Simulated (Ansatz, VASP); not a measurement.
One calculation of Ru, two programs

POSCAR

```
Ru
1.0
    2.7059477279      0.0000000000      0.0000000000
   -1.3529738639      2.3434194737      0.0000000000
    0.0000000000      0.0000000000      4.2579056513
Ru
2
Direct
    0.3333333333      0.6666666667      0.2500000000
    0.6666666667      0.3333333333      0.7500000000
```

File INCAR.step1:

```
SYSTEM = Ru
PREC = Accurate
ENCUT = 520
ISMEAR = -1
SIGMA = 0.01
LREAL = .FALSE.
LASPH = .TRUE.
NELM = 60
NBANDS = 21
GGA = PE
ALGO = Normal
EDIFF = 1E-4
LWAVE = .TRUE.
LCHARG = .FALSE.
```

Contents of INCAR.step2:

```
SYSTEM = Ru
PREC = Accurate
ENCUT = 520
EDIFF = 1E-7
ISMEAR = -1
SIGMA = 0.01
LREAL = .FALSE.
LASPH = .TRUE.
NELM = 60
ALGO = Normal
ISIF = 2
LWAVE = .FALSE.
LCHARG = .FALSE.
METAGGA = R2SCAN
LMIXTAU = .TRUE.
NBANDS = 21
ISTART = 1
```

The input KPOINTS:

```
Automatic mesh
0
G
  13 13 8
  0 0 0
```

Input for Ansatz:

```yaml
crystal:
  lattice:
    - [2.7059477279, 0.0, 0.0]
    - [-1.3529738639, 2.3434194737, 0.0]
    - [0.0, 0.0, 4.2579056513]
  atoms:
    - { symbol: Ru, position: [0.3333333333, 0.6666666667, 0.25] }
    - { symbol: Ru, position: [0.6666666667, 0.3333333333, 0.75] }
hamiltonian:
  xc: r2scan
  pseudopotentials:
    kind: paw
    azcp:
      Ru: "pseudopotentials/Ru.paw.azcp"
basis:
  ecutwfc: 500
  fft_grid_basis: typed
kpoints:
  mp_grid: { grid: [13, 13, 8], shift: [0, 0, 0] }
magnetization:
  spin_polarized: false
scf:
  occupations: { method: fermi_dirac, width: 0.01 }
  lower_state_search: "off"
output:
  stress: true
```

Alike in both runs: task single point; functional r2SCAN; k mesh 13 × 13 × 8; occupations fermi-dirac, width 0.01 eV; no spin polarisation.

|  | VASP | Ansatz |
| --- | --- | --- |
| version | VASP 6.6.1 | Ansatz 0.2.0 |
| potentials or method | VASP PAW PBE potentials, release 64 (Ru_pv), cutoff 520 eV | plane waves (500 eV) with PAW, scalar-relativistic |
| valence electrons in the cell | 28 | 32 |

|  | VASP | Ansatz | Ansatz less VASP |
| --- | --- | --- | --- |
| pressure (GPa) | 1.3 | -0.2 | -1.53 |
| traceless stress, the component that is largest in VASP (GPa) | -0.20 | -0.31 | -0.108 |

VASP's potentials were made for PBE, not for r2SCAN. The functional is the same, so the differences come from potentials, cutoffs and numerics. VASP's potentials hold 28 valence electrons a cell and Ansatz's 32, so a difference there can come from the potentials and not from the codes.
